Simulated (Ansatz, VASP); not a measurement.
**BN: VASP beside Ansatz**

POSCAR

```
BN
1.0
    0.0000000000      3.7652148384      1.8666808437
    1.3482798077      0.0000000000      1.8666808437
    1.3482798077      3.7652148384      0.0000000000
B N
1 1
Direct
    0.0000486500      0.0000486500      0.9999513500
    0.6666513400      0.6666513400      0.3333486600
```

File INCAR.step1:

```
SYSTEM = BN
PREC     = Accurate       ! precision mode
ENCUT    = 520            ! plane-wave cutoff, eV
ISMEAR   = 0              ! smearing method
SIGMA    = 0.05           ! smearing width, eV
LREAL    = .False.        ! projectors in reciprocal space
LASPH    = .True.         ! aspherical terms in the spheres
NELM     = 60             ! most SCF steps
NBANDS   = 11             ! bands
GGA      = PE             ! functional
ALGO     = Normal         ! electronic algorithm
EDIFF    = 1E-4           ! SCF threshold, eV
LWAVE    = .True.         ! write WAVECAR
LCHARG   = .False.        ! write CHGCAR
```

The input INCAR.step2:

```
SYSTEM = BN
PREC     = Accurate       ! precision mode
ENCUT    = 520            ! plane-wave cutoff, eV
EDIFF    = 1E-6           ! SCF threshold, eV
ISMEAR   = 0              ! smearing method
SIGMA    = 0.05           ! smearing width, eV
LREAL    = .False.        ! projectors in reciprocal space
LASPH    = .True.         ! aspherical terms in the spheres
NELM     = 60             ! most SCF steps
ALGO     = Normal         ! electronic algorithm
ISIF     = 2              ! what is computed and relaxed
LWAVE    = .False.        ! write WAVECAR
LCHARG   = .False.        ! write CHGCAR
METAGGA  = R2SCAN         ! meta-GGA
LMIXTAU  = .True.       
NBANDS   = 11             ! bands
ISTART   = 1
```

KPOINTS

```
regular mesh
0
Gamma
  12 12 12
  0 0 0
```

Input for Ansatz:

```yaml
crystal:
  lattice:
    - [0.0, 3.7652148384, 1.8666808437]
    - [1.3482798077, 0.0, 1.8666808437]
    - [1.3482798077, 3.7652148384, 0.0]
  atoms:
    - { symbol: B, position: [4.865e-05, 4.865e-05, 0.99995135] }
    - { symbol: "N", position: [0.66665134, 0.66665134, 0.33334866] }
basis:
  ecutwfc: 500
kpoints:
  mp_grid: { grid: [12, 12, 12] }
hamiltonian:
  xc: r2scan
scf:
  occupations: { method: gaussian, width: 0.05 }
output:
  forces: true
  stress: true
  eigenvalues: true
  write_density: true
  write_potential: true
  elf: true
  volumetric_format: npy
```

Alike in both runs: task single point; functional r2SCAN; k mesh 12 × 12 × 12; occupations gaussian, width 0.05 eV; no spin polarisation.

|  | VASP | Ansatz |
| --- | --- | --- |
| version | VASP 6.6.1 | Ansatz 0.2.0 |
| potentials or method | VASP PAW PBE potentials, release 64 (B, N), cutoff 520 eV | scalar-relativistic, plane waves, PAW |
| valence electrons in the cell | 8 | 8 |

|  | VASP | Ansatz | Ansatz less VASP |
| --- | --- | --- | --- |
| gap on the k mesh at the Fermi level (eV) | 4.15 | 4.16 | +0.011 |
| least direct gap on the mesh (eV) | 5.52 | 5.46 | -0.059 |
| rms of the force components (eV/Å) | 4.110 | 4.110 | +0.0009 |

VASP's potentials were made for PBE, not for r2SCAN. Atom by atom the forces differ by 0.001 eV/Å (rms over components). The functional is the same, so the differences come from potentials, cutoffs and numerics.
